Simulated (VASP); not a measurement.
Input of a VASP 6.6.1 run:

The input INCAR:

```
  PREC = Accurate
  ENCUT = 520
  EDIFF = 1E-6
  ISMEAR = 0
  SIGMA = 0.018000000000000002
  LREAL = F
  LASPH = T
  NELM = 60
  ALGO = Normal
  ISIF = 2
  LWAVE = F
  LCHARG = T
  GGA = PE
  LELF = T
  LVHAR = T
  NBANDS = 21
```

KPOINTS

```
regular mesh
0
Gamma
  11 11 6
```

Contents of POSCAR:

```
Ru
1.0
    2.7058000000      0.0000000000      0.0000000000
   -1.3529000000      2.3432915376      0.0000000000
    0.0000000000      0.0000000000      4.2819000000
Ru
2
Direct
    0.6666666667      0.3333333333      0.7500000000
    0.3333333333      0.6666666667      0.2500000000
```

Potentials or basis: VASP PAW PBE potentials, release 64 (Ru_pv).

Command:

```sh
$ cat potpaw_PBE.64/Ru_pv/POTCAR > POTCAR
$ mpirun -np 1 vasp_std > vasp.out
```

(1) What does it give for the pressure?

(2) Estimate the band gap on the k mesh.

Results:

(1) 4.4 GPa.

(2) zero (band 14 reaches 14.34 eV, above the bottom of band 15 at 11.27 eV).
